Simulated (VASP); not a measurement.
Here is a VASP 6.6.1 calculation.

Contents of POSCAR:

```
Ru
1.0
    2.7059477279      0.0000000000      0.0000000000
   -1.3529738639      2.3434194737      0.0000000000
    0.0000000000      0.0000000000      4.2579056513
Ru
2
Direct
    0.3333333333      0.6666666667      0.2500000000
    0.6666666667      0.3333333333      0.7500000000
```

The input INCAR.step1:

```
PREC = Accurate ; ENCUT = 520
ISMEAR = -1 ; SIGMA = 0.1
LREAL = F ; LASPH = T
NELM = 60 ; NBANDS = 21
GGA = PE ; ALGO = Normal
EDIFF = 1E-4 ; LWAVE = T
LCHARG = F
```

INCAR.step2

```
PREC = Accurate ; ENCUT = 520
EDIFF = 1E-7 ; ISMEAR = -1
SIGMA = 0.1 ; LREAL = F
LASPH = T ; NELM = 60
ALGO = Normal ; ISIF = 2
LWAVE = F ; LCHARG = T
METAGGA = R2SCAN ; LMIXTAU = T
LELF = T ; LVHAR = T
NBANDS = 21 ; ISTART = 1
```

The input KPOINTS:

```
regular mesh
0
Gamma
  11 11 6
```

Potentials or basis: VASP PAW PBE potentials, release 64 (Ru_pv).

Run with:

```sh
$ cat potpaw_PBE.64/Ru_pv/POTCAR > POTCAR
$ cp INCAR.step1 INCAR
$ mpirun -np 1 vasp_std > vasp.out
$ cp INCAR.step2 INCAR
$ mpirun -np 1 vasp_std > vasp.out
```

(1) Estimate the band gap on the k mesh.

(2) Estimate the pressure.

Results:

(1) zero (band 14 reaches 14.37 eV, above the bottom of band 15 at 11.12 eV).

(2) 1.6 GPa.

Caveat: the PAW data sets were made with another functional, which shifts forces and pressure a little.
